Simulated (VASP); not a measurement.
Set up this calculation in VASP 6.6.1, as the native input.

```
Task                   : single point
Functional             : PBE
Potentials or basis    : VASP PAW PBE potentials, release 64 (Si, C)
Cutoff                 : 520 eV
k mesh                 : 12 × 12 × 6
Occupations            : gaussian, width 0.1 eV
Spin                   : no spin polarisation
Dipole correction      : no
Further INCAR settings : ALGO = Normal; EDIFF = 1e-06; NBANDS = 21
```

The structure of SiC5 lies in POSCAR:

```
SiC5
1.0
    3.2837672251      0.0000000000      0.0000000000
   -1.6418836126      2.8438258371      0.0000000000
    0.0000000000      0.0000000000      8.5547828977
Si C
1 5
Direct
    0.0000000000      0.0000000000      0.5000000000
    0.0000000000      0.0000000000      0.8491766994
    0.0000000000      0.0000000000      0.0000000000
    0.0000000000      0.0000000000      0.1508233006
    0.0000000000      0.0000000000      0.2992196158
    0.0000000000      0.0000000000      0.7007803842
```

The input as run:

INCAR

```
SYSTEM = SiC5
PREC = Accurate ; ENCUT = 520
EDIFF = 1E-6 ; ISMEAR = 0
SIGMA = 0.1 ; LREAL = .FALSE.
LASPH = .TRUE. ; NELM = 60
ALGO = Normal ; ISIF = 2
LWAVE = .FALSE. ; LCHARG = .TRUE.
GGA = PE ; LELF = .TRUE.
LVHAR = .TRUE. ; NBANDS = 21
```

KPOINTS

```
regular mesh
0
G
  12 12 6
  0 0 0
```

Potentials or basis: VASP PAW PBE potentials, release 64 (Si, C).

Run with:

```sh
$ cat potpaw_PBE.64/Si/POTCAR potpaw_PBE.64/C/POTCAR > POTCAR
$ mpirun -np 1 vasp_std > vasp.out
```

Results of the run:

```json
{
  "Pressure": "-0.1 GPa",
  "Largest force": "0.046 eV/Å",
  "Band gap on the k mesh": "zero (band 12 reaches 3.52 eV, above the bottom of band 13 at 1.76 eV)"
}
```

Wall time 2.2 min on 1 thread of Intel(R) Xeon(R) Platinum 8488C (Sapphire Rapids) (shared host), peak memory 0.24 GiB.
